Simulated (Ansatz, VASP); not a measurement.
**TiB2: VASP beside Ansatz**

```xyz
3
Lattice="2.9939 0.0000 0.0000 -1.4969 2.5928 0.0000 0.0000 0.0000 3.1595" Properties=species:S:1:pos:R:3 pbc="T T T"
Ti    0.0000    0.0000    0.0000
B     0.0000    1.7285    1.5798
B     1.4969    0.8643    1.5798
```

Alike in both runs: functional LDA; k mesh 16 × 16 × 14; occupations gaussian, width 0.2 eV; no spin polarisation.

Ansatz relaxed the structure, and its values are those at the end. VASP's run is a single point on that final structure, the one shown.

```csv
,VASP,Ansatz
version,VASP 6.6.1,Ansatz 0.2.0
potentials or method,"VASP PAW LDA potentials, release 64 (Ti_sv, B)","scalar-relativistic, plane waves, PAW"
plane-wave cutoff (eV),520,420
valence electrons in the cell,18,18
```

|  | VASP | Ansatz | Ansatz less VASP |
| --- | --- | --- | --- |
| gap on the k mesh at the Fermi level (eV) | none | none | - |
| pressure (GPa) | 0.6 | 0.0 | -0.63 |

LDA's correlation is that of Perdew and Zunger in VASP and of Perdew and Wang (1992) in Ansatz. A gap of «none» marks a metal or a gap that the smearing closes.
